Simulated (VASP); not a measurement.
Crystal: CaSe.

```
Se Ca
1.0
     0.00000    2.95600    2.95600
     2.95600    0.00000    2.95600
     2.95600    2.95600    0.00000
Se Ca
1 1
Direct
  0.50000 0.50000 0.50000
  0.00000 0.00000 0.00000
```

| Quantity | Value |
| --- | --- |
| Program | VASP 6.6.1 |
| Task | relaxation of cell and atoms |
| Functional | PBE |
| Potentials or basis | VASP PAW PBE potentials, release 64 (Se, Ca_sv) |
| Cutoff | 600 eV |
| k mesh | 8 × 8 × 8 |
| Occupations | fermi-dirac, width 0.05 eV |
| Spin | no spin polarisation |

At the start: pressure 1.4 GPa; volume 25.83 Å³/atom.

Problem. How do energy, volume and symmetry change on relaxing?

Solution. Over 3 steps the energy falls by 2.9 meV/atom and the volume is 26.53 Å³/atom (+2.7 %); space group Fm-3m (No. 225, to 0.1 Å) before and after.

Step by step:
| step | energy change (eV) | largest force (eV/Å) | pressure (GPa) | volume (Å³) |
| --- | --- | --- | --- | --- |
| 1 | 0.0000 | 0.0000 | 1.36 | 51.66 |
| 2 | -0.0057 | 0.0000 | -0.22 | 53.32 |
| 3 | -0.0059 | 0.0000 | 0.00 | 53.07 |

Final structure:
```
Se Ca
1.0
     0.00000    2.98265    2.98265
     2.98265    0.00000    2.98265
     2.98265    2.98265    0.00000
Se Ca
1 1
Direct
  0.50000 0.50000 0.50000
  0.00000 0.00000 0.00000
```
